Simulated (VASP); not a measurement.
Input of a VASP 6.6.1 run:

The input INCAR:

```
SYSTEM = Tb2PbF
ALGO = Normal ; EDIFF = 1E-7
EDIFFG = -0.04 ; ENCUT = 600
GGA = PE ; GGA_COMPAT = .FALSE.
IBRION = 2 ; ISIF = 3
ISMEAR = 0 ; LASPH = .TRUE.
LCHARG = .FALSE. ; LMAXMIX = 6
LREAL = .FALSE. ; LWAVE = .FALSE.
NELM = 200 ; NELMIN = 4
NSW = 90 ; PREC = Accurate
SIGMA = 0.1
```

Contents of KPOINTS:

```
k-points
0
G
  6 6 4
  0 0 0
```

File POSCAR:

```
Tb2PbF
1.0
    4.5499308700      0.0000000000      0.0000000000
   -2.2749654400      3.9403557200      0.0000000000
    0.0000000000      0.0000000000      5.2561986000
Tb Pb F
2 1 1
Direct
    0.3333333300      0.6666666700      0.0000000000
    0.6666666700      0.3333333300      0.0000000000
    0.0000000000      0.0000000000      0.0000000000
    0.0000000000      0.0000000000      0.5000000000
```

Potentials or basis: VASP PAW PBE potentials, release 64 (Tb_3, Pb_d, F), 4f in core.

Launch:

```console
$ cat potpaw_PBE.64/Tb_3/POTCAR potpaw_PBE.64/Pb_d/POTCAR potpaw_PBE.64/F/POTCAR > POTCAR
$ mpirun -np 1 vasp_std > vasp.out
```

(1) Estimate the band gap on the k mesh.

(2) What does it give for the space group after relaxing (to 0.1 Å)?

Answers

(1) zero (an odd number of electrons rules out a gap without spin polarisation).

(2) P6/mmm (No. 191).

Caveat: spin-orbit coupling is left out, which moves the levels of the heavy elements; the 4f electrons are frozen in the core, so they carry no moment and show no levels; the run has no spin polarisation, though such a crystal can be magnetic.
